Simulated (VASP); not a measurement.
# Zn2O3: single point with PBE

The system is Zn2O3.

```xyz
10
Lattice="4.8704 0.0000 0.0000 0.0000 4.8704 0.0000 0.0000 0.0000 4.8704" Properties=species:S:1:pos:R:3 pbc="T T T"
Zn    1.2176    1.2176    1.2176
Zn    3.6528    3.6528    1.2176
Zn    3.6528    1.2176    3.6528
Zn    1.2176    3.6528    3.6528
O     2.4352    0.0000    0.0000
O     0.0000    2.4352    0.0000
O     0.0000    0.0000    2.4352
O     2.4352    2.4352    0.0000
O     2.4352    0.0000    2.4352
O     0.0000    2.4352    2.4352
```

* Program: VASP 6.6.1
* Task: single point
* Functional: PBE
* Potentials or basis: VASP PAW PBE potentials, release 64 (Zn, O)
* Cutoff: 520 eV
* k mesh: 8 × 8 × 8
* Occupations: fermi-dirac, width 0.0612256 eV
* Spin: no spin polarisation
* Dipole correction: no
* Further INCAR settings: ALGO = Normal; EDIFF = 1e-07; NBANDS = 53

```yaml
Pressure: -1.8 GPa
Band_gap_on_the_k_mesh: zero (bands 42 and 43 overlap by 1.25 eV)
```

Levels at points of the mesh, in eV from the Fermi level:
| k point | band 39 | band 40 | band 41 | band 42 | band 43 | band 44 | band 45 | band 46 |
| --- | --- | --- | --- | --- | --- | --- | --- | --- |
| (0.00, 0.00, 0.00) | -0.01 | -0.01 | -0.01 | 0.64 | 0.64 | 0.64 | 1.66 | 3.31 |
| (0.50, 0.00, 0.00) | -1.07 | -1.07 | 0.23 | 0.23 | 0.54 | 0.54 | 4.01 | 4.01 |
| (0.50, 0.50, 0.00) | -1.69 | -1.69 | -0.43 | -0.43 | 0.33 | 0.33 | 5.41 | 5.41 |
| (0.50, 0.50, 0.50) | -2.35 | -0.66 | -0.66 | -0.66 | -0.61 | -0.61 | 6.28 | 6.34 |

It took 5.4 min on 1 thread of Intel Xeon 8259CL, with other jobs on the host, peak memory 0.3 GiB.
